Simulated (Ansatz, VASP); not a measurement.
One calculation of AlN, two programs

File POSCAR:

```
AlN
1.0
    3.0445598850      0.0000000000      0.0000000000
   -1.5222799425      2.6366662037      0.0000000000
    0.0000000000      0.0000000000      4.8790197209
Al N
2 2
Direct
    0.3333333333      0.6666666667     -0.0034832543
    0.6666666667      0.3333333333      0.4965167457
    0.3333333333      0.6666666667      0.3784832543
    0.6666666667      0.3333333333      0.8784832543
```

INCAR.step1

```
SYSTEM = AlN
PREC = Accurate
ENCUT = 520
ISMEAR = 0
SIGMA = 0.01
LREAL = .False.
LASPH = .True.
NELM = 60
NBANDS = 16
GGA = PE
ALGO = Normal
EDIFF = 1E-4
LWAVE = .True.
LCHARG = .False.
```

File INCAR.step2:

```
SYSTEM = AlN
PREC = Accurate
ENCUT = 520
EDIFF = 1E-7
ISMEAR = 0
SIGMA = 0.01
LREAL = .False.
LASPH = .True.
NELM = 60
ALGO = Normal
ISIF = 2
LWAVE = .False.
LCHARG = .False.
METAGGA = R2SCAN
LMIXTAU = .True.
NBANDS = 16
ISTART = 1
```

File KPOINTS:

```
Automatic mesh
0
Gamma
  12 12 6
  0 0 0
```

Input for Ansatz:

```yaml
crystal:
  lattice:
    - [3.044559885, 0.0, 0.0]
    - [-1.5222799425, 2.6366662037, 0.0]
    - [0.0, 0.0, 4.8790197209]
  atoms:
    - { symbol: Al, position: [0.3333333333, 0.6666666667, -0.0034832543] }
    - { symbol: Al, position: [0.6666666667, 0.3333333333, 0.4965167457] }
    - { symbol: "N", position: [0.3333333333, 0.6666666667, 0.3784832543] }
    - { symbol: "N", position: [0.6666666667, 0.3333333333, 0.8784832543] }
kpoints:
  mp_grid: { grid: [12, 12, 6] }
  band_path:
    path:
      - [0.0, 0.0, 0.0]
      - [0.5, 0.0, 0.0]
      - [0.3333333333, 0.3333333333, 0.0]
      - [0.0, 0.0, 0.5]
      - [0.5, 0.0, 0.5]
      - [0.3333333333, 0.3333333333, 0.5]
    npoints: 1
hamiltonian:
  xc: r2scan
scf:
  occupations: { method: fixed }
  n_extra_bands: 5
output:
  forces: true
  stress: true
  eigenvalues: true
```

Change from the starting cell: hydrostatic strain -2.0%.

Alike in both runs: task single point; functional r2SCAN; k mesh 12 × 12 × 6; no spin polarisation.

|  | VASP | Ansatz |
| --- | --- | --- |
| version | VASP 6.6.1 | Ansatz 0.2.0 |
| potentials or method | VASP PAW PBE potentials, release 64 (Al, N) | plane waves, PAW |
| plane-wave cutoff (eV) | 520 | 500 |
| occupations | gaussian, width 0.01 eV | fixed |
| valence electrons in the cell | 16 | 16 |

```csv
,VASP,Ansatz,Ansatz less VASP
gap on the k mesh at the Fermi level (eV),5.49,5.44,-0.044
pressure (GPa),14.0,14.4,+0.33
"traceless stress, the component that is largest in VASP (GPa)",-0.91,-0.91,+0.004
```

VASP's potentials were made for PBE, not for r2SCAN.
